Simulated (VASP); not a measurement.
# Ag (Fm-3m) in VASP: a series of runs

Aim: see how the results for Ag move with the level of theory and the settings. Levels: HSE06, PBE0. Tasks: single point.

Everything below comes from runs of VASP 6.6.1. Logs are shortened: lines on timing, memory, paths and dates and some standing lists are left out, and cuts for length are marked.

**1. The cell of the first run**

It takes space group Fm-3m (No. 225, cubic). Conventional cell: a = 4.139 Å, b = 4.139 Å, c = 4.139 Å, α = 90.00°, β = 90.00°, γ = 90.00°. Within 3.9 Å of Ag (site symmetry m-3m) lie 12 Ag at 2.93 Å.

**2. Single point, HSE06**

File POSCAR:

```
Ag
1.0
    0.0000000000      2.0696313722      2.0696313722
    2.0696313722      0.0000000000      2.0696313722
    2.0696313722      2.0696313722      0.0000000000
Ag
1
Direct
    0.0000000000      0.0000000000      0.0000000000
```

File INCAR.step1:

```
SYSTEM = Ag
PREC = Accurate
ENCUT = 520
EDIFF = 1E-5
ISMEAR = -1
SIGMA = 0.05
LREAL = .False.
LASPH = .True.
NELM = 60
ALGO = Normal
ISIF = 2
LWAVE = .True.
LCHARG = .False.
GGA = PE
NBANDS = 12
```

File INCAR.step2:

```
SYSTEM = Ag
PREC = Accurate
ENCUT = 520
EDIFF = 1E-6
ISMEAR = -1
SIGMA = 0.05
LREAL = .False.
LASPH = .True.
NELM = 60
ALGO = Normal
ISIF = 2
LWAVE = .False.
LCHARG = .False.
GGA = PE
LHFCALC = .True.
HFSCREEN = 0.2079
PRECFOCK = Normal
ISTART = 1
NBANDS = 12
```

File KPOINTS:

```
Automatic mesh
0
Gamma
  6 6 6
  0 0 0
```

Potentials or basis: VASP PAW PBE potentials, release 64 (Ag).

The run is started by

```bash
> cat potpaw_PBE.64/Ag/POTCAR > POTCAR
> cp INCAR.step1 INCAR
> mpirun -np 1 vasp_std > vasp.out
> cp INCAR.step2 INCAR
> mpirun -np 1 vasp_std > vasp.out
```

OUTCAR:

```text
SYSTEM = Ag
   PREC = Accurate
   ENCUT = 520
   EDIFF = 1E-6
   ISMEAR = -1
   LREAL = .False.
   LASPH = .True.
   NELM = 60
   ISIF = 2
   GGA = PE
   LHFCALC = .True.
   HFSCREEN = 0.2079
   PRECFOCK = Normal
   ISTART = 1

 ion  position               nearest neighbor table
   1  0.000  0.000  0.000-

  LATTYP: Found a face centered cubic cell.
 ALAT       =     4.1392627444

  Lattice vectors:

 A1 = (   0.0000000000,   2.0696313722,   2.0696313722)
 A2 = (   2.0696313722,   0.0000000000,   2.0696313722)
 A3 = (   2.0696313722,   2.0696313722,   0.0000000000)

Analysis of symmetry for initial positions (statically):
=====================================================================
 Subroutine PRICEL returns:
 Original cell was already a primitive cell.

 Routine SETGRP: Setting up the symmetry group for a
 face centered cubic supercell.

 Subroutine GETGRP returns: Found 48 space group operations
 (whereof 48 operations were pure point group operations)
 out of a pool of 48 trial point group operations.

The static configuration has the point symmetry O_h .

Analysis of symmetry for dynamics (positions and initial velocities):
=====================================================================
 Subroutine PRICEL returns:
 Original cell was already a primitive cell.

 Routine SETGRP: Setting up the symmetry group for a
 face centered cubic supercell.

 Subroutine GETGRP returns: Found 48 space group operations
 (whereof 48 operations were pure point group operations)
 out of a pool of 48 trial point group operations.

The dynamic configuration has the point symmetry O_h .

 Subroutine INISYM returns: Found 48 space group operations
 (whereof 48 operations are pure point group operations),
 and found     1 'primitive' translations

----------------------------------------------------------------------------------------

                                     Primitive cell

  volume of cell :      17.7300

  direct lattice vectors                    reciprocal lattice vectors
     0.000000000  2.069631372  2.069631372    -0.241588916  0.241588916  0.241588916
     2.069631372  0.000000000  2.069631372     0.241588916 -0.241588916  0.241588916
     2.069631372  2.069631372  0.000000000     0.241588916  0.241588916 -0.241588916

  length of vectors
     2.926900756  2.926900756  2.926900756     0.418444277  0.418444277  0.418444277

  position of ions in fractional coordinates (direct lattice)
     0.000000000  0.000000000  0.000000000

  ion indices of the primitive-cell ions
   primitive index   ion index
                 1           1

----------------------------------------------------------------------------------------

 KPOINTS: Automatic mesh

Automatic generation of k-mesh.
 Grid dimensions read from file:
 generate k-points for:    6    6    6

 Generating k-lattice:

  Cartesian coordinates                     Fractional coordinates (reciprocal lattice)
    -0.040264819  0.040264819  0.040264819     0.166666667  0.000000000  0.000000000
     0.040264819 -0.040264819  0.040264819     0.000000000  0.166666667  0.000000000
     0.040264819  0.040264819 -0.040264819     0.000000000  0.000000000  0.166666667

  Length of vectors
     0.069740713  0.069740713  0.069740713

  Shift w.r.t. Gamma in fractional coordinates (k-lattice)
     0.000000000  0.000000000  0.000000000

 Subroutine IBZKPT returns following result:
 ===========================================

 Found     16 irreducible k-points:

 Following reciprocal coordinates:
            Coordinates               Weight
  0.000000  0.000000  0.000000      1.000000
  0.166667  0.000000  0.000000      8.000000
  0.333333  0.000000  0.000000      8.000000
  0.500000  0.000000  0.000000      4.000000
  0.166667  0.166667  0.000000      6.000000
  0.333333  0.166667  0.000000     24.000000
[... 8 lines left out ...]
 -0.333333  0.333333  0.166667     24.000000
 -0.333333  0.500000  0.166667     12.000000
   k-points           NKPTS =     16   k-points in BZ     NKDIM =    216   number of bands    NBANDS=     12
   number of dos      NEDOS =    301   number of ions     NIONS =      1
   total plane-waves  NPLWV =  13824
   dimension x,y,z NGX =    24 NGY =   24 NGZ =   24
   dimension x,y,z NGXF=    48 NGYF=   48 NGZF=   48
   ions per type =               1
   NGX,Y,Z   is equivalent  to a cutoff of  13.63, 13.63, 13.63 a.u.
   NGXF,Y,Z  is equivalent  to a cutoff of  27.26, 27.26, 27.26 a.u.
 SYSTEM =  Ag
   PREC   = accura    normal or accurate (medium, high low for compatibility)
   ISTART =      1    job   : 0-new  1-cont  2-samecut
   ICHARG =      0    charge: 1-file 2-atom 10-const
   ISPIN  =      1    spin polarized calculation?
   LNONCOLLINEAR =      F non collinear calculations
   LSORBIT =      F    spin-orbit coupling
   LASPH  =      T    aspherical Exc in radial PAW
   ENCUT  =  520.0 eV  38.22 Ry    6.18 a.u.   5.44  5.44  5.44*2*pi/ulx,y,z
   NELM   =     60;   NELMIN=  2; NELMDL=  0     # of ELM steps
   EDIFF  = 0.1E-05   stopping-criterion for ELM
   LREAL  =      F    real-space projection
   EDIFFG = 0.1E-04   stopping-criterion for IOM
   NSW    =      0    number of steps for IOM
   IBRION =     -1    ionic relax: 0-MD 1-quasi-New 2-CG
   NFREE  =      0    steps in history (QN), initial steepest desc. (CG)
   ISIF   =      2    stress and relaxation
   ISYM   =      3    0-nonsym 1-usesym 2-fastsym
   POTIM  = 0.5000    time-step for ionic-motion
   TEBEG  =    0.0;   TEEND  =   0.0 temperature during run
   PSTRESS=    0.0 pullay stress
   NELECT =      11.0000    total number of electrons
   NUPDOWN=      -1.0000    fix difference up-down
   EMIN   =  10.00;   EMAX   =-10.00  energy-range for DOS
   EFERMI =   0.00;   METHOD = LEGACY
   ISMEAR =    -1;   SIGMA  =   0.05  broadening in eV -4-tet -1-fermi 0-gaus
   EFERMI_NEDOS =   21; number of points for ismear=-14 and -15
   IALGO  =     38    algorithm
   IMIX   =      1    mixing-type and parameters
     AMIX     =   0.40;   BMIX     =  1.00
     AMIX_MAG =   1.60;   BMIX_MAG =  1.00
  volume/ion in A,a.u.               =      17.73       119.65
  Fermi-wavevector in a.u.,A,eV,Ry     =   1.396270  2.638568 26.525508  1.949570
  Thomas-Fermi vector in A             =   2.519641
   LORBIT       =      0    0 simple, 1 ext, 2 COOP (PROOUT), +10 PAW based schemes
   GGA     = PE    functional components
   LHFCALC =     T    Hartree Fock is set to
   PRECFOCK=normal    Normal, Fast or Accurate (Low or Medium for compatibility)
   ENCUT4O =  -1.0   cutoff for four orbital integrals eV
   NKREDX  =     1    reduce k-point grid by
   NKREDY  =     1    reduce k-point grid by
   NKREDZ  =     1    reduce k-point grid by
   AEXX    =    0.2500 exact exchange contribution
   HFSCREEN=    0.2079 screening length (either q_TF or 0.3 A-1)
   HFSCREENC=   0.2079 screening length for correlation (either q_TF or 0.3 A-1)
   ENCUTFOCK=  -1.0 apply spherical cutoff to Coloumb kernel
   IVDW    =     0    specifies the selected vdW correction
   LEPSILON=     F    determine dielectric tensor
   LRPA    =     F    only Hartree local field effects (RPA)
 non-spin polarized calculation
  energy-cutoff  :      520.00
  volume of cell :       17.73
 maximum number of plane-waves:       531
 NGX is ok and might be reduce to    24
  NGX = 18; NGY = 18; NGZ = 18

 number of electron      10.9999999 magnetization

 Free energy of the ion-electron system (eV)
  ---------------------------------------------------
  ext. energy  EPLUGINS =         0.00000000
  ---------------------------------------------------
  free energy    TOTEN  =        -2.77580623 eV

  energy without entropy =       -2.76783047  energy(sigma->0) =       -2.77181835

 E-fermi :   7.4693     XC(G=0):  -9.7714

 val. band max:        7.4241439127   @ k =   0.5000   0.3333   0.1667
 cond. band min:       7.4728813586   @ k =   0.5000   0.0000   0.0000
 fundamental gap:      0.0487374459
 Fermi energy:         7.4692778032

 k-point     1 :       0.0000    0.0000    0.0000
  band No.  band energies     occupation
      1      -0.6111      2.00000
      2       1.7685      2.00000
      3       1.7685      2.00000
      4       1.7685      2.00000
      5       2.7698      2.00000
      6       2.7698      2.00000
      7      24.6317      0.00000
      8      28.1777      0.00000
      9      28.1777      0.00000
     10      28.1777      0.00000
     11      32.7288      0.00000
     12      33.9710      0.00000

 k-point     2 :       0.1667    0.0000    0.0000
  band No.  band energies     occupation
      1       0.2242      2.00000
      2       1.7397      2.00000
      3       1.9463      2.00000
      4       1.9463      2.00000
      5       2.7546      2.00000
      6       2.7546      2.00000
      7      22.7632      0.00000
      8      25.4911      0.00000
      9      28.3512      0.00000
     10      28.3512      0.00000
     11      31.4568      0.00000
     12      32.8886      0.00000

 k-point     3 :       0.3333    0.0000    0.0000
  band No.  band energies     occupation
      1       0.5054      2.00000
      2       1.8743      2.00000
      3       1.8743      2.00000
      4       3.2353      2.00000
      5       3.2353      2.00000
      6       4.0836      2.00000
      7      16.2868      0.00000
      8      24.5262      0.00000
      9      27.4867      0.00000
     10      27.4867      0.00000
     11      31.3539      0.00000
     12      31.3539      0.00000
[... 166 lines left out ...]
 k-point    15 :      -0.3333    0.3333    0.1667
  band No.  band energies     occupation
      1       1.1357      2.00000
      2       1.2518      2.00000
      3       1.8993      2.00000
      4       2.6934      2.00000
      5       3.6015      2.00000
      6      11.6931      0.00000
      7      12.5966      0.00000
      8      18.6567      0.00000
      9      19.1574      0.00000
     10      28.4392      0.00000
     11      31.5619      0.00000
     12      36.3516      0.00000

 k-point    16 :      -0.3333    0.5000    0.1667
  band No.  band energies     occupation
      1       0.6956      2.00000
      2       0.8676      2.00000
      3       2.4736      2.00000
      4       3.0569      2.00000
      5       3.8574      2.00000
      6      12.1076      0.00000
      7      15.2383      0.00000
      8      16.3506      0.00000
      9      17.0329      0.00000
     10      28.6215      0.00000
     11      30.3651      0.00000
     12      34.3993      0.00000

------------------------ aborting loop because EDIFF is reached ----------------------------------------

  FORCE on cell =-STRESS in cart. coord.  units (eV):
  Direction    XX          YY          ZZ          XY          YZ          ZX
  --------------------------------------------------------------------------------------
  -------------------------------------------------------------------------------------
  Total        0.1349702      0.1349702      0.1349702      0.0000000      0.0000000      0.0000000
  in kB       12.1966165     12.1966165     12.1966165      0.0000000      0.0000000      0.0000000
  external PRESSURE =      12.1966165 kB  Pullay stress =       0.0000000 kB

 VOLUME and BASIS-vectors are now :
 -----------------------------------------------------------------------------
  energy-cutoff  :      520.00
  volume of cell :       17.73
      direct lattice vectors                 reciprocal lattice vectors
     0.000000000  2.069631372  2.069631372    -0.241588916  0.241588916  0.241588916
     2.069631372  0.000000000  2.069631372     0.241588916 -0.241588916  0.241588916
     2.069631372  2.069631372  0.000000000     0.241588916  0.241588916 -0.241588916

 POSITION                                       TOTAL-FORCE (eV/Angst)
 -----------------------------------------------------------------------------------
      0.00000      0.00000      0.00000         0.000000     -0.000000     -0.000000
 -----------------------------------------------------------------------------------
    total drift:                               -0.000000     -0.000000     -0.000000

  FREE ENERGIE OF THE ION-ELECTRON SYSTEM (eV)
  ---------------------------------------------------
  free  energy   TOTEN  =        -2.7758062272 eV

  energy  without entropy=       -2.7678304715  energy(sigma->0) =       -2.77181835
```

Wall time 7.8 min (1 thread of Intel Xeon Platinum 8488C (Sapphire Rapids), shared host); peak memory 0.25 GiB.

Results:

```
Free energy            : -2.7758 eV
Pressure               : 1.2 GPa
Band gap on the k mesh : zero (an odd number of electrons rules out a gap without spin polarisation)
```

Levels at points of the mesh, in eV from the Fermi level:
```
           k point  band 2  band 3  band 4  band 5  band 6  band 7  band 8  band 9  band 10  band 11
(0.00, 0.00, 0.00)   -5.70   -5.70   -5.70   -4.70   -4.70   17.16   20.71   20.71    20.71    25.26
(0.50, 0.00, 0.00)   -5.73   -5.73   -3.85   -3.85    0.00    4.21   16.33   19.00    19.00    23.78
(0.50, 0.50, 0.00)   -7.18   -3.92   -3.61   -3.61    2.25    7.52   11.69   11.69    18.08    18.22
```

Caveat: the k points lie up to 0.44 Å⁻¹ apart, too coarse for converged energies and pressures of a metal; the PAW data sets were made with another functional, which shifts forces and pressure a little.

**3. Single point, PBE0**

POSCAR is that of step 2.

File INCAR.step1:

```
  PREC = Accurate
  ENCUT = 520
  EDIFF = 1E-5
  ISMEAR = -1
  SIGMA = 0.05
  LREAL = F
  LASPH = T
  NELM = 80
  ALGO = Normal
  ISIF = 2
  LWAVE = T
  GGA = PE
  NBANDS = 12
```

File INCAR.step2:

```
  PREC = Accurate
  ENCUT = 520
  EDIFF = 1E-6
  ISMEAR = -1
  SIGMA = 0.05
  LREAL = F
  LASPH = T
  NELM = 80
  ALGO = Normal
  ISIF = 2
  LWAVE = F
  LCHARG = T
  GGA = PE
  LHFCALC = T
  AEXX = 0.25
  PRECFOCK = Normal
  LELF = T
  LVHAR = T
  ISTART = 1
  NBANDS = 12
```

File KPOINTS:

```
regular mesh
0
Gamma
  6 6 6
```

Potentials or basis: VASP PAW PBE potentials, release 64 (Ag).

The run is started by

```bash
> cat potpaw_PBE.64/Ag/POTCAR > POTCAR
> cp INCAR.step1 INCAR
> mpirun -np 1 vasp_std > vasp.out
> cp INCAR.step2 INCAR
> mpirun -np 1 vasp_std > vasp.out
```

Run time: 9.2 min. Hardware: 1 thread of Intel Xeon Platinum 8488C (Sapphire Rapids), shared host; peak memory 0.16 GiB.

It converged, with:

| Item | Value |
| --- | --- |
| Free energy | -2.9928 eV |
| Pressure | 1.6 GPa |
| Band gap on the k mesh | zero (an odd number of electrons rules out a gap without spin polarisation) |

Levels at points of the mesh, in eV from the Fermi level:
| k point | band 4 | band 5 | band 6 | band 7 | band 8 | band 9 |
| --- | --- | --- | --- | --- | --- | --- |
| (0.00, 0.00, 0.00) | -5.94 | -4.93 | -4.93 | 17.70 | 21.26 | 21.26 |
| (0.50, 0.00, 0.00) | -4.07 | -4.07 | 0.49 | 4.74 | 16.86 | 19.57 |
| (0.50, 0.50, 0.00) | -3.83 | -3.83 | 2.76 | 8.08 | 12.25 | 12.25 |

Caveat: the k points lie up to 0.44 Å⁻¹ apart, too coarse for converged energies and pressures of a metal; the PAW data sets were made with another functional, which shifts forces and pressure a little.
